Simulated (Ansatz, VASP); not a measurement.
## BaHfO3: VASP beside Ansatz

```xyz
5
Lattice="4.1696 0.0000 0.0000 0.0000 4.1696 0.0000 0.0000 0.0000 4.1704" Properties=species:S:1:pos:R:3 pbc="T T T"
Ba    2.0848    2.0848    4.1555
Hf    0.0000    0.0000    2.0763
O     0.0000    2.0848    2.0806
O     2.0848    0.0000    2.0806
O     0.0000    0.0000    4.1618
```

Alike in both runs: task single point; functional PBE; k mesh 4 × 4 × 4; occupations gaussian, width 0.1 eV; no spin polarisation.

```csv
,VASP,Ansatz
version,VASP 6.6.1,Ansatz 0.2.0
potentials or method,"VASP PAW PBE potentials, release 64 (Ba_sv, Hf_pv, O)","scalar-relativistic, plane waves, PAW"
plane-wave cutoff (eV),600,420
valence electrons in the cell,38,54
```

```csv
,VASP,Ansatz,Ansatz less VASP
gap on the k mesh at the Fermi level (eV),3.58,3.67,+0.088
least direct gap on the mesh (eV),3.80,3.77,-0.027
pressure (GPa),3.6,4.3,+0.68
rms of the force components (eV/Å),0.011,0.009,-0.0010
```

Atom by atom the forces differ by 0.002 eV/Å (rms over components). The functional is the same, so the differences come from potentials, cutoffs and numerics. VASP's potentials hold 38 valence electrons a cell and Ansatz's 54, so a difference there can come from the potentials and not from the codes.

Spin-orbit coupling is off throughout.
